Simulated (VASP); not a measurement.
**C: relaxation of cell and atoms with PBE**

C:

```
CELL_PARAMETERS angstrom
4.83590 0.00000 0.00000
-2.41795 4.18802 0.00000
0.00000 0.00000 3.28614
ATOMIC_POSITIONS crystal
C 0.28984 0.00000 0.00000
C 0.00000 0.28984 0.66667
C 0.71016 0.71016 0.33333
C 0.71016 0.00000 0.50000
C 0.00000 0.71016 0.16667
C 0.28984 0.28984 0.83333
C 0.40823 0.81646 0.75000
C 0.18354 0.59177 0.41667
C 0.40823 0.59177 0.08333
C 0.59177 0.18354 0.25000
C 0.81646 0.40823 0.91667
C 0.59177 0.40823 0.58333
```

| Property | Result |
| --- | --- |
| Program | VASP 6.6.1 |
| Task | relaxation of cell and atoms |
| Functional | PBE |
| Potentials or basis | VASP PAW PBE potentials, release 64 (C) |
| Cutoff | 600 eV |
| k mesh | 6 × 6 × 6 |
| Occupations | gaussian, width 0.1 eV |
| Spin | no spin polarisation |
| Dipole correction | no |
| Further INCAR settings | ALGO = Normal; EDIFF = 1e-06; IBRION = 2; EDIFFG = -0.04; NSW = 90; ISIF = 3 |

```json
{"Relaxed volume": "6.01 Å³/atom", "Relaxed cell": "a = 4.921 Å, b = 4.921 Å, c = 3.437 Å, α = 90.00°, β = 90.00°, γ = 120.00°", "Space group after relaxing (to 0.05 Å)": "P6_522 (No. 179)", "Energy gained by relaxing": "55.8 meV/atom", "Ionic steps": "8", "Pressure after relaxing": "0.0 GPa", "Largest force after relaxing": "0.018 eV/Å", "Band gap on the k mesh": "4.35 eV, indirect (least direct gap 4.75 eV)"}
```

Forces on the atoms (eV/Å):
```
C   -0.018  0.000  0.000
C    0.009 -0.016  0.000
C    0.009  0.016  0.000
C    0.018  0.000  0.000
C   -0.009  0.016  0.000
C   -0.009 -0.016  0.000
C    0.000 -0.008  0.000
C    0.007  0.004  0.000
C   -0.007  0.004  0.000
C    0.000  0.008  0.000
C   -0.007 -0.004  0.000
C    0.007 -0.004  0.000
```

Stress tensor (GPa, compression positive):
```
-0.10  0.00  0.00
 0.00 -0.10  0.00
 0.00  0.00  0.19
```

Step by step:
```csv
step,energy change (eV),largest force (eV/Å),pressure (GPa),volume (Å³)
1,0.0000,0.6252,36.24,66.55
2,0.3010,1.4610,-33.15,79.36
3,-0.6275,0.4994,-0.66,71.98
4,-0.6278,0.4808,-0.03,71.87
5,-0.6487,0.4208,-1.10,72.41
6,-0.6668,0.1610,-0.72,72.20
7,-0.6684,0.1221,0.49,72.00
8,-0.6696,0.0182,0.00,72.08
```

Final structure:
```yaml
crystal:
  lattice:
    - [4.92085, 0.00000, 0.00000]
    - [-2.46043, 4.26158, 0.00000]
    - [0.00000, 0.00000, 3.43719]
  atoms:
    - { symbol: C, position: [0.28939, 0.00000, 0.00000] }
    - { symbol: C, position: [0.00000, 0.28939, 0.66667] }
    - { symbol: C, position: [0.71061, 0.71061, 0.33333] }
    - { symbol: C, position: [0.71061, 0.00000, 0.50000] }
    - { symbol: C, position: [0.00000, 0.71061, 0.16667] }
    - { symbol: C, position: [0.28939, 0.28939, 0.83333] }
    - { symbol: C, position: [0.40883, 0.81767, 0.75000] }
    - { symbol: C, position: [0.18233, 0.59117, 0.41667] }
    - { symbol: C, position: [0.40883, 0.59117, 0.08333] }
    - { symbol: C, position: [0.59117, 0.18233, 0.25000] }
    - { symbol: C, position: [0.81767, 0.40883, 0.91667] }
    - { symbol: C, position: [0.59117, 0.40883, 0.58333] }
```

Levels at points of the mesh, in eV from the valence-band top:
```
           k point  band 21  band 22  band 23  band 24  band 25  band 26  band 27  band 28
(0.00, 0.00, 0.00)    -2.99    -1.50    -1.50    -1.04     5.35     6.00     6.00     6.49
(0.50, 0.00, 0.00)    -2.44    -1.95    -1.22    -0.97     5.15     5.39     6.75     7.35
(0.00, 0.00, 0.50)    -1.59    -1.59     0.00     0.00     5.58     5.58     8.06     8.06
(0.50, 0.00, 0.50)    -1.80    -1.80    -0.76    -0.76     6.39     6.39     7.88     7.88
```

It took 5.5 min on 1 thread of Intel Xeon 6975P-C (shared host), peak memory 0.22 GiB.

A k mesh can miss the band edges. Expect the measured gap to be larger: semilocal functionals such as PBE lack the derivative discontinuity.
